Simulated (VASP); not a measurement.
# Ge8Mo3W (P4/mmm) in VASP: single point with PBE

Aim: the single point of Ge8Mo3W with PBE.

All numbers are computed with VASP 6.6.1; they aren't measurements. Logs are shortened: lines on timing, memory, paths and dates and some standing lists are left out, and cuts for length are marked.

### Step 1. The cell of the first run

Symmetry: P4/mmm, No. 123, tetragonal system. Conventional cell: a = 4.721 Å, b = 4.721 Å, c = 8.287 Å, α = 90.00°, β = 90.00°, γ = 90.00°. Within 3.5 Å of Ge (site symmetry 2mm) lie 9 Ge at 2.69 to 3.34 Å and 3 Mo at 2.72 to 2.80 Å and 2 W at 2.72 Å. Within 3.5 Å of Ge (site symmetry 4mm) lie 9 Ge at 2.68 to 3.34 Å and 5 Mo at 2.71 to 2.80 Å. Within 3.5 Å of Ge (site symmetry 4mm) lie 9 Ge at 2.67 to 3.34 Å and 4 Mo at 2.71 Å and 1 W at 2.81 Å. Mo (site symmetry mmm) has 10 Ge at 2.71 to 2.80 Å and 4 Mo at 3.34 Å within 3.6 Å. Mo (site symmetry 4/mmm) has 10 Ge at 2.72 to 2.80 Å and 4 W at 3.34 Å within 3.6 Å. Within 3.6 Å of W (site symmetry 4/mmm) lie 10 Ge at 2.72 to 2.81 Å and 4 Mo at 3.34 Å.

### Step 2. Single point, PBE

Input file INCAR:

```
PREC = Accurate
ENCUT = 520
EDIFF = 1E-6
ISMEAR = 0
SIGMA = 0.1
LREAL = F
LASPH = T
NELM = 60
ALGO = Fast
ISIF = 2
LWAVE = F
LCHARG = T
GGA = PE
LELF = T
LVHAR = T
NBANDS = 96
```

Input file KPOINTS:

```
regular mesh
0
Gamma
  8 8 6
```

Input file POSCAR:

```
Ge8Mo3W
1.0
    4.7213432681      0.0000000000      0.0000000000
    0.0000000000      4.7213432681      0.0000000000
    0.0000000000      0.0000000000      8.2866489632
Ge Mo W
8 3 1
Direct
    0.0000000000      0.5000000000      0.3377485406
    0.0000000000      0.0000000000      0.8382077202
    0.5000000000      0.5000000000      0.8386370293
    0.5000000000      0.0000000000      0.3377485406
    0.0000000000      0.5000000000      0.6622514594
    0.0000000000      0.0000000000      0.1617922798
    0.5000000000      0.5000000000      0.1613629707
    0.5000000000      0.0000000000      0.6622514594
    0.0000000000      0.5000000000      0.0000000000
    0.0000000000      0.0000000000      0.5000000000
    0.5000000000      0.0000000000      0.0000000000
    0.5000000000      0.5000000000      0.5000000000
```

Potentials or basis: VASP PAW PBE potentials, release 64 (Ge_d, Mo_sv, W_sv).

Started as:

```console
> cat potpaw_PBE.64/Ge_d/POTCAR potpaw_PBE.64/Mo_sv/POTCAR potpaw_PBE.64/W_sv/POTCAR > POTCAR
> mpirun -np 1 vasp_std > vasp.out
```

OUTCAR:

```text
PREC = Accurate
   ENCUT = 520
   EDIFF = 1E-6
   ISMEAR = 0
   LREAL = F
   LASPH = T
   NELM = 60
   ISIF = 2
   GGA = PE

 ion  position               nearest neighbor table
   1  0.000  0.500  0.338-   5 2.69  10 2.72  12 2.72  10 2.72  12 2.72   6 2.77   6 2.77   7 2.78
                             7 2.78   9 2.80
   2  0.000  0.000  0.838-   6 2.68   9 2.71  11 2.71   9 2.71  11 2.71   5 2.77   5 2.77   8 2.77
                             8 2.77  10 2.80
   3  0.500  0.500  0.839-   7 2.67   9 2.71  11 2.71  11 2.71   9 2.71   8 2.78   5 2.78   5 2.78
                             8 2.78  12 2.81
   4  0.500  0.000  0.338-   8 2.69  10 2.72  12 2.72  12 2.72  10 2.72   6 2.77   6 2.77   7 2.78
                             7 2.78  11 2.80
   5  0.000  0.500  0.662-   1 2.69  10 2.72  12 2.72  10 2.72  12 2.72   2 2.77   2 2.77   3 2.78
                             3 2.78   9 2.80
   6  0.000  0.000  0.162-   2 2.68   9 2.71  11 2.71   9 2.71  11 2.71   1 2.77   1 2.77   4 2.77
                             4 2.77  10 2.80
   7  0.500  0.500  0.161-   3 2.67   9 2.71  11 2.71  11 2.71   9 2.71   4 2.78   1 2.78   1 2.78
                             4 2.78  12 2.81
   8  0.500  0.000  0.662-   4 2.69  10 2.72  12 2.72  12 2.72  10 2.72   2 2.77   2 2.77   3 2.78
                             3 2.78  11 2.80
   9  0.000  0.500  0.000-   3 2.71   7 2.71   3 2.71   7 2.71   2 2.71   6 2.71   6 2.71   2 2.71
                             1 2.80   5 2.80  11 3.34  11 3.34  11 3.34  11 3.34
  10  0.000  0.000  0.500-   1 2.72   4 2.72   5 2.72   8 2.72   1 2.72   5 2.72   4 2.72   8 2.72
                             6 2.80   2 2.80  12 3.34  12 3.34  12 3.34  12 3.34
  11  0.500  0.000  0.000-   3 2.71   7 2.71   3 2.71   7 2.71   6 2.71   2 2.71   2 2.71   6 2.71
                             4 2.80   8 2.80   9 3.34   9 3.34   9 3.34   9 3.34
  12  0.500  0.500  0.500-   1 2.72   4 2.72   5 2.72   8 2.72   4 2.72   8 2.72   1 2.72   5 2.72
                             7 2.81   3 2.81  10 3.34  10 3.34  10 3.34  10 3.34

  LATTYP: Found a simple tetragonal cell.
 ALAT       =     4.7213432681
 C/A-ratio  =     1.7551464684

  Lattice vectors:

 A1 = (   4.7213432681,   0.0000000000,   0.0000000000)
 A2 = (   0.0000000000,   4.7213432681,   0.0000000000)
 A3 = (   0.0000000000,   0.0000000000,   8.2866489632)

Analysis of symmetry for initial positions (statically):
=====================================================================
 Subroutine PRICEL returns:
 Original cell was already a primitive cell.

 Routine SETGRP: Setting up the symmetry group for a
 simple tetragonal supercell.

 Subroutine GETGRP returns: Found 16 space group operations
 (whereof 16 operations were pure point group operations)
[... 153 lines left out ...]
   IALGO  =     68    algorithm
   IMIX   =      4    mixing-type and parameters
     AMIX     =   0.40;   BMIX     =  1.00
     AMIX_MAG =   1.60;   BMIX_MAG =  1.00
  volume/ion in A,a.u.               =      15.39       103.88
  Fermi-wavevector in a.u.,A,eV,Ry     =   1.586139  2.997368 34.230037  2.515837
  Thomas-Fermi vector in A             =   2.685496
   LORBIT       =      0    0 simple, 1 ext, 2 COOP (PROOUT), +10 PAW based schemes
   GGA     = PE    functional components
   LHFCALC =     F    Hartree Fock is set to
   AEXX    =    0.0000 exact exchange contribution
   IVDW    =     0    specifies the selected vdW correction
   LEPSILON=     F    determine dielectric tensor
   LRPA    =     F    only Hartree local field effects (RPA)
 non-spin polarized calculation
 RMM-DIIS sequential band-by-band and
 Gauss-broadening in eV      SIGMA  =   0.10
  energy-cutoff  :      520.00
  volume of cell :      184.72
 maximum number of plane-waves:      5023
 NGX is ok and might be reduce to    36
   NGX = 17   NGY = 17   NGZ = 31

 number of electron     168.0000096 magnetization

 Free energy of the ion-electron system (eV)
  ---------------------------------------------------
  ext. energy  EPLUGINS =         0.00000000
  ---------------------------------------------------
  free energy    TOTEN  =       -82.90818991 eV

  energy without entropy =      -82.89279870  energy(sigma->0) =      -82.90049430

 E-fermi :  10.1198     XC(G=0): -12.7639

 val. band max:       10.1105541933   @ k =   0.3750   0.3750   0.0000
 cond. band min:      10.1217343814   @ k =   0.2500   0.2500   0.5000
 fundamental gap:      0.0111801881
 Fermi energy:        10.1197744307

 k-point     1 :       0.0000    0.0000    0.0000
  band No.  band energies     occupation
      1     -63.8884      2.00000
      2     -50.7619      2.00000
      3     -50.7426      2.00000
      4     -50.7228      2.00000
      5     -28.1479      2.00000
      6     -28.1479      2.00000
[... 2365 lines left out ...]
     95      13.8251      0.00000
     96      13.9028      0.00000

 [... further k-points ...]

------------------------ aborting loop because EDIFF is reached ----------------------------------------

  FORCE on cell =-STRESS in cart. coord.  units (eV):
  Direction    XX          YY          ZZ          XY          YZ          ZX
  --------------------------------------------------------------------------------------
  -------------------------------------------------------------------------------------
  Total        0.2841950      0.2841950      0.3116608      0.0000000      0.0000000      0.0000000
  in kB        2.4650000      2.4650000      2.7032282      0.0000000      0.0000000      0.0000000
  external PRESSURE =       2.5444094 kB  Pullay stress =       0.0000000 kB

 VOLUME and BASIS-vectors are now :
 -----------------------------------------------------------------------------
  energy-cutoff  :      520.00
  volume of cell :      184.72
      direct lattice vectors                 reciprocal lattice vectors
     4.721343268  0.000000000  0.000000000     0.211804129  0.000000000  0.000000000
     0.000000000  4.721343268  0.000000000     0.000000000  0.211804129  0.000000000
     0.000000000  0.000000000  8.286648963     0.000000000  0.000000000  0.120676042

 POSITION                                       TOTAL-FORCE (eV/Angst)
 -----------------------------------------------------------------------------------
      0.00000      2.36067      2.79880        -0.000000     -0.000000     -0.006102
      0.00000      0.00000      6.94593        -0.000000     -0.000000     -0.008323
      2.36067      2.36067      6.94949        -0.000000     -0.000000     -0.006667
      2.36067      0.00000      2.79880        -0.000000      0.000000     -0.006102
      0.00000      2.36067      5.48785         0.000000     -0.000000      0.006102
      0.00000      0.00000      1.34072         0.000000     -0.000000      0.008323
      2.36067      2.36067      1.33716        -0.000000      0.000000      0.006667
      2.36067      0.00000      5.48785        -0.000000      0.000000      0.006102
      0.00000      2.36067      0.00000        -0.000000     -0.000000      0.000000
      0.00000      0.00000      4.14332        -0.000000     -0.000000      0.000000
      2.36067      0.00000      0.00000        -0.000000     -0.000000      0.000000
      2.36067      2.36067      4.14332        -0.000000     -0.000000      0.000000
 -----------------------------------------------------------------------------------
    total drift:                                0.000000      0.000000      0.000000

  FREE ENERGIE OF THE ION-ELECTRON SYSTEM (eV)
  ---------------------------------------------------
  free  energy   TOTEN  =       -82.9081899062 eV

  energy  without entropy=      -82.8927987006  energy(sigma->0) =      -82.90049430
```

stdout:

```text
POSCAR found type information on POSCAR GeMoW
 POSCAR found :  3 types and      12 ions
 scaLAPACK will be used
 LDA part: xc-table for (Slater+PW92), standard interpolation
 POSCAR, INCAR and KPOINTS ok, starting setup
 FFT: planning ... GRIDC
 FFT: planning ... GRID_SOFT
 FFT: planning ... GRID
 WAVECAR not read
 entering main loop
WARNING in EDDRMM: call to ZHEGV failed, returncode =   8  4     76
WARNING in EDDRMM: call to ZHEGV failed, returncode =   6  3     82
WARNING in EDDRMM: call to ZHEGV failed, returncode =   8  4     76
WARNING in EDDRMM: call to ZHEGV failed, returncode =   8  4     72
WARNING in EDDRMM: call to ZHEGV failed, returncode =   8  4     79
WARNING in EDDRMM: call to ZHEGV failed, returncode =   8  4     76
WARNING in EDDRMM: call to ZHEGV failed, returncode =   8  4     83
WARNING in EDDRMM: call to ZHEGV failed, returncode =   8  4     76
WARNING in EDDRMM: call to ZHEGV failed, returncode =   6  3     74
WARNING in EDDRMM: call to ZHEGV failed, returncode =   6  3     81
[... 12 lines left out ...]
WARNING in EDDRMM: call to ZHEGV failed, returncode =   6  3     80
WARNING in EDDRMM: call to ZHEGV failed, returncode =   8  4     82
WARNING in EDDRMM: call to ZHEGV failed, returncode =   6  3     81
WARNING in EDDRMM: call to ZHEGV failed, returncode =   8  4     81
WARNING in EDDRMM: call to ZHEGV failed, returncode =   6  3     78
WARNING in EDDRMM: call to ZHEGV failed, returncode =   8  4     83
WARNING in EDDRMM: call to ZHEGV failed, returncode =   8  4     81
WARNING in EDDRMM: call to ZHEGV failed, returncode =   8  4     83
WARNING in EDDRMM: call to ZHEGV failed, returncode =   8  4     75
WARNING in EDDRMM: call to ZHEGV failed, returncode =   8  4     80
```

It took 30 min on 1 thread of Oxide Virtual Turin-like, shared host; peak memory 0.8 GiB.

Results:

```
Free energy            : -82.9082 eV
Pressure               : 0.3 GPa
Largest force          : 0.008 eV/Å
Band gap on the k mesh : zero (bands 84 and 85 overlap by 0.42 eV)
```

Forces on the atoms (eV/Å):
```
Ge   0.000  0.000 -0.006
Ge   0.000  0.000 -0.008
Ge   0.000  0.000 -0.007
Ge   0.000  0.000 -0.006
Ge   0.000  0.000  0.006
Ge   0.000  0.000  0.008
Ge   0.000  0.000  0.007
Ge   0.000  0.000  0.006
Mo   0.000  0.000  0.000
Mo   0.000  0.000  0.000
Mo   0.000  0.000  0.000
W    0.000  0.000  0.000
```

Levels at points of the mesh, in eV from the Fermi level:
```
           k point  band 80  band 81  band 82  band 83  band 84  band 85  band 86  band 87  band 88  band 89
(0.00, 0.00, 0.00)    -1.15    -0.48    -0.48    -0.39    -0.39     0.40     0.56     1.83     2.02     2.15
(0.50, 0.00, 0.00)    -1.62    -1.52    -1.43    -0.59    -0.51     0.39     0.53     1.22     1.39     1.81
(0.50, 0.50, 0.00)    -2.17    -0.27    -0.27    -0.18    -0.18     1.65     1.66     1.81     1.93     2.31
(0.00, 0.00, 0.50)    -1.79    -1.79    -1.79    -0.29    -0.25     0.41     0.57     0.59     0.74     1.57
(0.50, 0.00, 0.50)    -1.95    -1.76    -1.75    -1.75    -1.74     1.29     1.31     1.37     1.42     1.44
(0.50, 0.50, 0.50)    -2.12    -0.13    -0.12    -0.03    -0.03     1.79     1.79     1.83     2.08     2.66
```

Caveat: spin-orbit coupling is left out, which moves the levels of the heavy elements.
